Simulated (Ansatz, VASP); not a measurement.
Two plane-wave programs on Si4IrPd

File INCAR:

```
ALGO     = Normal         # electronic algorithm
EDIFF    = 1E-7           # SCF threshold, eV
EDIFFG   = -0.08          # ionic threshold
ENCUT    = 500            # plane-wave cutoff, eV
GGA      = PE             # functional
GGA_COMPAT= False        
IBRION   = 2              # ionic algorithm
ISIF     = 3              # what is computed and relaxed
ISMEAR   = 0              # smearing method
LASPH    = True           # aspherical terms in the spheres
LCHARG   = False          # write CHGCAR
LREAL    = False          # projectors in reciprocal space
LWAVE    = False          # write WAVECAR
NELM     = 120            # most SCF steps
NELMIN   = 4            
NSW      = 36             # ionic steps
PREC     = Accurate       # precision mode
SIGMA    = 0.2            # smearing width, eV
```

The input KPOINTS:

```
k-points
0
Gamma
  4 4 4
```

File POSCAR:

```
Si4IrPd
1.0
    0.0000000000      3.4441281900      3.4441281900
    3.4441281900      0.0000000000      3.4441281900
    3.4441281900      3.4441281900      0.0000000000
Si Pd Ir
4 1 1
Direct
    0.8715317200      0.3761560900      0.3761560900
    0.3761560900      0.3761560900      0.3761560900
    0.3761560900      0.8715317200      0.3761560900
    0.3761560900      0.3761560900      0.8715317200
    0.0000000000      0.0000000000      0.0000000000
    0.7500000000      0.7500000000      0.7500000000
```

Input for Ansatz:

```yaml
crystal:
  lattice:
    - [0.0, 3.44412819, 3.44412819]
    - [3.44412819, 0.0, 3.44412819]
    - [3.44412819, 3.44412819, 0.0]
  atoms:
    - { symbol: Si, position: [0.87153172, 0.37615609, 0.37615609] }
    - { symbol: Si, position: [0.37615609, 0.37615609, 0.37615609] }
    - { symbol: Si, position: [0.37615609, 0.87153172, 0.37615609] }
    - { symbol: Si, position: [0.37615609, 0.37615609, 0.87153172] }
    - { symbol: Pd, position: [0.0, 0.0, 0.0] }
    - { symbol: Ir, position: [0.75, 0.75, 0.75] }
basis:
  ecutwfc: 420
kpoints:
  mp_grid: { grid: [4, 4, 4] }
hamiltonian:
  xc: pbe
scf:
  occupations: { method: gaussian, width: 0.2 }
  lower_state_search: "off"
output:
  forces: true
  stress: true
  eigenvalues: true
relax:
  adjacent_minimum: "off"
  f_tol: 0.08
  max_steps: 16
  cell: { stress_tol: 0.8 }
```

Change from the starting cell: species swapped into the TbCu4Ag type (F-43m, No. 216).

Alike in both runs: task relaxation of cell and atoms; functional PBE; k mesh 4 × 4 × 4; occupations gaussian, width 0.2 eV; no spin polarisation.

|  | VASP | Ansatz |
| --- | --- | --- |
| version | VASP 6.6.1 | Ansatz 0.2.0 |
| potentials or method | VASP PAW PBE potentials, release 64 (Si, Pd, Ir), cutoff 500 eV | scalar-relativistic, plane waves, PAW |
| valence electrons in the cell | 35 | 51 |

|  | VASP | Ansatz | Ansatz less VASP |
| --- | --- | --- | --- |
| gap on the k mesh at the Fermi level, each at its own relaxed structure (eV) | none | none | - |
| relaxed volume (Å³/atom) | 14.22 | 14.22 | +0.003 |
| relaxed cell length with the largest relative difference (Å) | 4.941 | 4.942 | +0.0004 |

A gap of «none» marks a metal or a gap that the smearing closes. VASP's potentials hold 35 valence electrons a cell and Ansatz's 51, so a difference there can come from the potentials and not from the codes.

The k mesh is coarse, so the values compare programs but aren't converged. Neither program's run includes spin-orbit coupling.
